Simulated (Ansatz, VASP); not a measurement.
**BAs5 in VASP and in Ansatz**

```xyz
6
Lattice="5.3675 0.0000 0.0000 -2.6838 4.6484 0.0000 0.0000 0.0000 7.0364" Properties=species:S:1:pos:R:3 pbc="T T T"
B     0.0000    0.0000    0.0000
As    2.6838    0.0000    3.5182
As   -1.3419    2.3242    3.5182
As    1.3419    2.3242    3.5182
As    0.0000    0.0000    1.8781
As    0.0000    0.0000    5.1583
```

Alike in both runs: functional PBE; k mesh 6 × 6 × 2; occupations gaussian, width 0.1 eV; no spin polarisation.

Ansatz relaxed the structure, and its values are those at the end. VASP's run is a single point on that final structure, the one shown.

|  | VASP | Ansatz |
| --- | --- | --- |
| version | VASP 6.6.1 | Ansatz 0.2.0 |
| potentials or method | VASP PAW PBE potentials, release 64 (B, As_d), cutoff 600 eV | scalar-relativistic, plane waves, PAW |
| valence electrons in the cell | 78 | 78 |

|  | VASP | Ansatz | Ansatz less VASP |
| --- | --- | --- | --- |
| gap on the k mesh at the Fermi level (eV) | none | none | - |
| pressure (GPa) | 0.0 | 0.0 | +0.01 |
| rms of the force components (eV/Å) | 0.016 | 0.001 | -0.0154 |

A gap of «none» marks a metal or a gap that the smearing closes.

The k mesh is coarse, so the values compare programs but aren't converged.
